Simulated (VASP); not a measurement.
# TiS2 (P-3m1) in VASP: single point with HSE06

Aim: the single point of TiS2 with HSE06.

All numbers are computed with VASP 6.6.1; they aren't measurements. Logs are shortened: lines on timing, memory, paths and dates and some standing lists are left out, and cuts for length are marked.

### 1 The cell of the first run

It takes space group P-3m1 (No. 164, trigonal). The conventional cell has a = 3.411 Å, b = 3.411 Å, c = 5.595 Å, α = 90.00°, β = 90.00°, γ = 120.00°. Ti (site symmetry -3m) has 6 S at 2.42 Å within 3.2 Å. S (site symmetry 3m) has 3 Ti at 2.42 Å within 3.2 Å.

### 2 Single point, HSE06 (uniaxial z strain -2.5%)

POSCAR reads:

```
TiS2
1.0
    3.4106015401      0.0000000000      0.0000000000
   -1.7053007700      2.9536675759      0.0000000000
    0.0000000000      0.0000000000      5.5952522221
Ti S
1 2
Direct
    0.0000000000      0.0000000000      0.0000000000
    0.3333333333      0.6666666667      0.2502827429
    0.6666666667      0.3333333333      0.7497172571
```

INCAR.step1 reads:

```
PREC = Accurate ; ENCUT = 400
EDIFF = 1E-5 ; ISMEAR = -1
SIGMA = 0.02 ; LREAL = F
LASPH = T ; NELM = 120
ALGO = Normal ; ISIF = 2
LWAVE = T ; LCHARG = F
NBANDS = 19 ; GGA = PE
GGA_COMPAT = F
```

INCAR.step2 reads:

```
PREC = Accurate ; ENCUT = 400
EDIFF = 1E-6 ; ISMEAR = -1
SIGMA = 0.02 ; LREAL = F
LASPH = T ; NELM = 120
ALGO = Normal ; ISIF = 2
LWAVE = F ; LCHARG = F
GGA = PE ; LHFCALC = T
HFSCREEN = 0.2079 ; PRECFOCK = Normal
NBANDS = 19 ; ISTART = 1
GGA_COMPAT = F
```

KPOINTS reads:

```
regular mesh
0
Gamma
  6 6 4
```

Potentials or basis: VASP PAW PBE potentials, release 64 (Ti_sv, S).

Launch:

```console
> cat potpaw_PBE.64/Ti_sv/POTCAR potpaw_PBE.64/S/POTCAR > POTCAR
> cp INCAR.step1 INCAR
> mpirun -np 1 vasp_std > vasp.out
> cp INCAR.step2 INCAR
> mpirun -np 1 vasp_std > vasp.out
```

OUTCAR:

```text
PREC = Accurate
   ENCUT = 400
   EDIFF = 1E-6
   ISMEAR = -1
   LREAL = F
   LASPH = T
   NELM = 120
   ISIF = 2
   GGA = PE
   LHFCALC = T
   HFSCREEN = 0.2079
   PRECFOCK = Normal
   ISTART = 1

 ion  position               nearest neighbor table
   1  0.000  0.000  0.000-   2 2.42   3 2.42   2 2.42   3 2.42   3 2.42   2 2.42
   2  0.333  0.667  0.250-   1 2.42   1 2.42   1 2.42
   3  0.667  0.333  0.750-   1 2.42   1 2.42   1 2.42

  LATTYP: Found a hexagonal cell.
 ALAT       =     3.4106015401
 C/A-ratio  =     1.6405470285

  Lattice vectors:

 A1 = (   3.4106015401,   0.0000000000,   0.0000000000)
 A2 = (  -1.7053007700,   2.9536675759,   0.0000000000)
 A3 = (   0.0000000000,   0.0000000000,   5.5952522221)

Analysis of symmetry for initial positions (statically):
=====================================================================
 Subroutine PRICEL returns:
 Original cell was already a primitive cell.

 Routine SETGRP: Setting up the symmetry group for a
 hexagonal supercell.

 Subroutine GETGRP returns: Found 12 space group operations
 (whereof 12 operations were pure point group operations)
 out of a pool of 24 trial point group operations.

The static configuration has the point symmetry D_3d.

Analysis of symmetry for dynamics (positions and initial velocities):
=====================================================================
 Subroutine PRICEL returns:
 Original cell was already a primitive cell.

 Routine SETGRP: Setting up the symmetry group for a
 hexagonal supercell.

 Subroutine GETGRP returns: Found 12 space group operations
 (whereof 12 operations were pure point group operations)
 out of a pool of 24 trial point group operations.

The dynamic configuration has the point symmetry D_3d.

 Subroutine INISYM returns: Found 12 space group operations
 (whereof 12 operations are pure point group operations),
 and found     1 'primitive' translations

----------------------------------------------------------------------------------------

                                     Primitive cell

  volume of cell :      56.3654

  direct lattice vectors                    reciprocal lattice vectors
     3.410601540  0.000000000  0.000000000     0.293203409  0.169281067  0.000000000
    -1.705300770  2.953667576  0.000000000     0.000000000  0.338562135  0.000000000
     0.000000000  0.000000000  5.595252222     0.000000000  0.000000000  0.178722953

  length of vectors
     3.410601540  3.410601540  5.595252222     0.338562135  0.338562135  0.178722953

  position of ions in fractional coordinates (direct lattice)
     0.000000000  0.000000000  0.000000000
     0.333333333  0.666666667  0.250282743
     0.666666667  0.333333333  0.749717257

  ion indices of the primitive-cell ions
   primitive index   ion index
                 1           1
                 2           2
                 3           3

----------------------------------------------------------------------------------------

 KPOINTS: regular mesh

Automatic generation of k-mesh.
 Grid dimensions read from file:
 generate k-points for:    6    6    4

 Generating k-lattice:

  Cartesian coordinates                     Fractional coordinates (reciprocal lattice)
     0.048867235  0.028213511  0.000000000     0.166666667  0.000000000  0.000000000
     0.000000000  0.056427022  0.000000000     0.000000000  0.166666667  0.000000000
     0.000000000  0.000000000  0.044680738     0.000000000  0.000000000  0.250000000

  Length of vectors
     0.056427022  0.056427022  0.044680738

  Shift w.r.t. Gamma in fractional coordinates (k-lattice)
     0.000000000  0.000000000  0.000000000

 Subroutine IBZKPT returns following result:
 ===========================================

 Found     24 irreducible k-points:

 Following reciprocal coordinates:
            Coordinates               Weight
  0.000000  0.000000  0.000000      1.000000
  0.166667  0.000000  0.000000      6.000000
  0.333333  0.000000  0.000000      6.000000
  0.500000 -0.000000  0.000000      3.000000
  0.166667  0.166667  0.000000      6.000000
  0.333333  0.166667  0.000000     12.000000
[... 16 lines left out ...]
  0.333333  0.166667  0.500000     12.000000
  0.333333  0.333333  0.500000      2.000000
   k-points           NKPTS =     24   k-points in BZ     NKDIM =    144   number of bands    NBANDS=     19
   number of dos      NEDOS =    301   number of ions     NIONS =      3
   total plane-waves  NPLWV =  20736
   dimension x,y,z NGX =    24 NGY =   24 NGZ =   36
   dimension x,y,z NGXF=    48 NGYF=   48 NGZF=   72
   ions per type =               1   2
   NGX,Y,Z   is equivalent  to a cutoff of  11.70, 11.70, 10.70 a.u.
   NGXF,Y,Z  is equivalent  to a cutoff of  23.40, 23.40, 21.39 a.u.
 SYSTEM =  unknown system
   PREC   = accura    normal or accurate (medium, high low for compatibility)
   ISTART =      1    job   : 0-new  1-cont  2-samecut
   ICHARG =      0    charge: 1-file 2-atom 10-const
   ISPIN  =      1    spin polarized calculation?
   LNONCOLLINEAR =      F non collinear calculations
   LSORBIT =      F    spin-orbit coupling
   LASPH  =      T    aspherical Exc in radial PAW
   ENCUT  =  400.0 eV  29.40 Ry    5.42 a.u.   5.56  5.56  9.12*2*pi/ulx,y,z
   NELM   =    120;   NELMIN=  2; NELMDL=  0     # of ELM steps
   EDIFF  = 0.1E-05   stopping-criterion for ELM
   LREAL  =      F    real-space projection
   EDIFFG = 0.1E-04   stopping-criterion for IOM
   NSW    =      0    number of steps for IOM
   IBRION =     -1    ionic relax: 0-MD 1-quasi-New 2-CG
   NFREE  =      0    steps in history (QN), initial steepest desc. (CG)
   ISIF   =      2    stress and relaxation
   ISYM   =      3    0-nonsym 1-usesym 2-fastsym
   POTIM  = 0.5000    time-step for ionic-motion
   TEBEG  =    0.0;   TEEND  =   0.0 temperature during run
   PSTRESS=    0.0 pullay stress
   NELECT =      24.0000    total number of electrons
   NUPDOWN=      -1.0000    fix difference up-down
   EMIN   =  10.00;   EMAX   =-10.00  energy-range for DOS
   EFERMI =   0.00;   METHOD = LEGACY
   ISMEAR =    -1;   SIGMA  =   0.02  broadening in eV -4-tet -1-fermi 0-gaus
   EFERMI_NEDOS =   21; number of points for ismear=-14 and -15
   IALGO  =     38    algorithm
   IMIX   =      1    mixing-type and parameters
     AMIX     =   0.40;   BMIX     =  1.00
     AMIX_MAG =   1.60;   BMIX_MAG =  1.00
  volume/ion in A,a.u.               =      18.79       126.79
  Fermi-wavevector in a.u.,A,eV,Ry     =   1.231614  2.327412 20.638299  1.516872
  Thomas-Fermi vector in A             =   2.366416
   LORBIT       =      0    0 simple, 1 ext, 2 COOP (PROOUT), +10 PAW based schemes
   GGA     = PE    functional components
   LHFCALC =     T    Hartree Fock is set to
   PRECFOCK=normal    Normal, Fast or Accurate (Low or Medium for compatibility)
   ENCUT4O =  -1.0   cutoff for four orbital integrals eV
   NKREDX  =     1    reduce k-point grid by
   NKREDY  =     1    reduce k-point grid by
   NKREDZ  =     1    reduce k-point grid by
   AEXX    =    0.2500 exact exchange contribution
   HFSCREEN=    0.2079 screening length (either q_TF or 0.3 A-1)
   HFSCREENC=   0.2079 screening length for correlation (either q_TF or 0.3 A-1)
   ENCUTFOCK=  -1.0 apply spherical cutoff to Coloumb kernel
   IVDW    =     0    specifies the selected vdW correction
   LEPSILON=     F    determine dielectric tensor
   LRPA    =     F    only Hartree local field effects (RPA)
 non-spin polarized calculation
  energy-cutoff  :      400.00
  volume of cell :       56.37
 maximum number of plane-waves:      1050
 NGX is ok and might be reduce to    24
  NGX = 18; NGY = 18; NGZ = 28

 number of electron      24.0000001 magnetization

 Free energy of the ion-electron system (eV)
  ---------------------------------------------------
  ext. energy  EPLUGINS =         0.00000000
  ---------------------------------------------------
  free energy    TOTEN  =       -24.18482778 eV

  energy without entropy =      -24.18482777  energy(sigma->0) =      -24.18482777

 E-fermi :   5.6224     XC(G=0):  -8.4379

 val. band max:        5.3369728529   @ k =   0.0000   0.0000   0.0000
 cond. band min:       5.9176636607   @ k =   0.5000  -0.0000   0.5000
 fundamental gap:      0.5806908078
 Fermi energy:         5.6223818498

 k-point     1 :       0.0000    0.0000    0.0000
  band No.  band energies     occupation
      1     -57.2864      2.00000
      2     -31.8748      2.00000
      3     -31.8047      2.00000
      4     -31.8047      2.00000
      5     -10.1376      2.00000
      6      -8.1239      2.00000
[... 11 lines left out ...]
     18      12.0737      0.00000
     19      13.2593      0.00000

 k-point     2 :       0.1667    0.0000    0.0000
  band No.  band energies     occupation
      1     -57.2829      2.00000
      2     -31.8681      2.00000
      3     -31.8429      2.00000
      4     -31.8137      2.00000
      5      -9.7800      2.00000
      6      -8.0681      2.00000
[... 11 lines left out ...]
     18      13.5082      0.00000
     19      14.4838      0.00000

 k-point     3 :       0.3333    0.0000    0.0000
  band No.  band energies     occupation
      1     -57.2755      2.00000
      2     -31.9187      2.00000
      3     -31.8546      2.00000
      4     -31.8313      2.00000
      5      -8.9047      2.00000
      6      -7.9856      2.00000
[... 11 lines left out ...]
     18      13.4623      0.00000
     19      14.1613      0.00000

 k-point     4 :       0.5000   -0.0000    0.0000
  band No.  band energies     occupation
      1     -57.2724      2.00000
      2     -31.9563      2.00000
      3     -31.8479      2.00000
      4     -31.8401      2.00000
      5      -8.1821      2.00000
      6      -8.1245      2.00000
[... 11 lines left out ...]
     18      12.9820      0.00000
     19      13.7179      0.00000

 k-point     5 :       0.1667    0.1667    0.0000
  band No.  band energies     occupation
      1     -57.2777      2.00000
      2     -31.8926      2.00000
      3     -31.8582      2.00000
      4     -31.8341      2.00000
      5      -9.1587      2.00000
      6      -7.9927      2.00000
[... 11 lines left out ...]
     18      14.7080      0.00000
     19      15.1096      0.00000

 k-point     6 :       0.3333    0.1667    0.0000
  band No.  band energies     occupation
      1     -57.2724      2.00000
      2     -31.9368      2.00000
      3     -31.8599      2.00000
      4     -31.8481      2.00000
      5      -8.3362      2.00000
      6      -7.9740      2.00000
[... 11 lines left out ...]
     18      13.4523      0.00000
     19      14.6824      0.00000

 k-point     7 :       0.3333    0.3333    0.0000
  band No.  band energies     occupation
      1     -57.2706      2.00000
      2     -31.9100      2.00000
      3     -31.9100      2.00000
      4     -31.8451      2.00000
      5      -7.9908      2.00000
      6      -7.9908      2.00000
[... 11 lines left out ...]
     18      12.8252      0.00000
     19      16.0437      0.00000

 k-point     8 :       0.0000    0.0000    0.2500
  band No.  band energies     occupation
      1     -57.2865      2.00000
      2     -31.8747      2.00000
      3     -31.8047      2.00000
      4     -31.8047      2.00000
      5      -9.9642      2.00000
      6      -8.4417      2.00000
[... 256 lines left out ...]
 k-point    20 :       0.3333    0.0000    0.5000
  band No.  band energies     occupation
      1     -57.2758      2.00000
      2     -31.9186      2.00000
      3     -31.8544      2.00000
      4     -31.8314      2.00000
      5      -8.6123      2.00000
      6      -8.3220      2.00000
[... 11 lines left out ...]
     18      12.7528      0.00000
     19      13.6747      0.00000

 k-point    21 :       0.5000   -0.0000    0.5000
  band No.  band energies     occupation
      1     -57.2721      2.00000
      2     -31.9561      2.00000
      3     -31.8477      2.00000
      4     -31.8402      2.00000
      5      -8.3471      2.00000
      6      -7.9148      2.00000
[... 11 lines left out ...]
     18      11.7838      0.00000
     19      13.1076      0.00000

 k-point    22 :       0.1667    0.1667    0.5000
  band No.  band energies     occupation
      1     -57.2773      2.00000
      2     -31.8926      2.00000
      3     -31.8580      2.00000
      4     -31.8341      2.00000
      5      -8.7794      2.00000
      6      -8.4624      2.00000
[... 11 lines left out ...]
     18      14.6091      0.00000
     19      14.9075      0.00000

 k-point    23 :       0.3333    0.1667    0.5000
  band No.  band energies     occupation
      1     -57.2725      2.00000
      2     -31.9366      2.00000
      3     -31.8600      2.00000
      4     -31.8479      2.00000
      5      -8.2561      2.00000
      6      -8.0404      2.00000
[... 11 lines left out ...]
     18      13.0982      0.00000
     19      14.0585      0.00000

 k-point    24 :       0.3333    0.3333    0.5000
  band No.  band energies     occupation
      1     -57.2711      2.00000
      2     -31.9098      2.00000
      3     -31.9098      2.00000
      4     -31.8449      2.00000
      5      -7.9854      2.00000
      6      -7.9854      2.00000
[... 11 lines left out ...]
     18      14.1419      0.00000
     19      14.1419      0.00000

------------------------ aborting loop because EDIFF is reached ----------------------------------------

  FORCE on cell =-STRESS in cart. coord.  units (eV):
  Direction    XX          YY          ZZ          XY          YZ          ZX
  --------------------------------------------------------------------------------------
  -------------------------------------------------------------------------------------
  Total       -0.0922121     -0.0922121      0.4031191     -0.0000000      0.0000000      0.0000000
  in kB       -2.6211165     -2.6211165     11.4586048     -0.0000000      0.0000000      0.0000000
  external PRESSURE =       2.0721239 kB  Pullay stress =       0.0000000 kB

 VOLUME and BASIS-vectors are now :
 -----------------------------------------------------------------------------
  energy-cutoff  :      400.00
  volume of cell :       56.37
      direct lattice vectors                 reciprocal lattice vectors
     3.410601540  0.000000000  0.000000000     0.293203409  0.169281067  0.000000000
    -1.705300770  2.953667576  0.000000000     0.000000000  0.338562135  0.000000000
     0.000000000  0.000000000  5.595252222     0.000000000  0.000000000  0.178722953

 POSITION                                       TOTAL-FORCE (eV/Angst)
 -----------------------------------------------------------------------------------
      0.00000      0.00000      0.00000        -0.000000      0.000000      0.000000
     -0.00000      1.96911      1.40040        -0.000000      0.000000     -0.224969
      1.70530      0.98456      4.19486         0.000000     -0.000000      0.224969
 -----------------------------------------------------------------------------------
    total drift:                                0.000000     -0.000000      0.000001

  FREE ENERGIE OF THE ION-ELECTRON SYSTEM (eV)
  ---------------------------------------------------
  free  energy   TOTEN  =       -24.1848277788 eV

  energy  without entropy=      -24.1848277686  energy(sigma->0) =      -24.18482777
```

It took 78 min on 1 thread of Oxide Virtual Turin-like, shared host; peak memory 0.24 GiB.

Results:

```
Free energy            : -24.1848 eV
Pressure               : 0.2 GPa
Largest force          : 0.225 eV/Å
Band gap on the k mesh : 0.58 eV (least direct gap 1.13 eV)
```

Forces in eV/Å, atoms in the order of the input:
```
Ti   0.000  0.000  0.000
S    0.000  0.000 -0.225
S    0.000  0.000  0.225
```

Levels at points of the mesh, in eV from the valence-band top:
| k point | band 9 | band 10 | band 11 | band 12 | band 13 | band 14 | band 15 | band 16 |
| --- | --- | --- | --- | --- | --- | --- | --- | --- |
| (0.00, 0.00, 0.00) | -3.44 | -0.02 | -0.02 | 0.00 | 1.13 | 1.13 | 1.77 | 4.23 |
| (0.50, 0.00, 0.00) | -3.38 | -3.23 | -3.14 | -2.00 | 0.84 | 2.41 | 2.89 | 4.47 |
| (0.00, 0.00, 0.50) | -3.38 | -2.78 | -0.23 | -0.23 | 1.11 | 1.11 | 2.41 | 4.61 |
| (0.50, 0.00, 0.50) | -3.45 | -3.29 | -1.60 | -1.48 | 0.58 | 2.38 | 2.85 | 4.15 |

Caveat: the cell differs from its parent crystal (uniaxial z strain -2.5%); the PAW data sets were made with another functional, which shifts forces and pressure a little. A k mesh can miss the band edges.
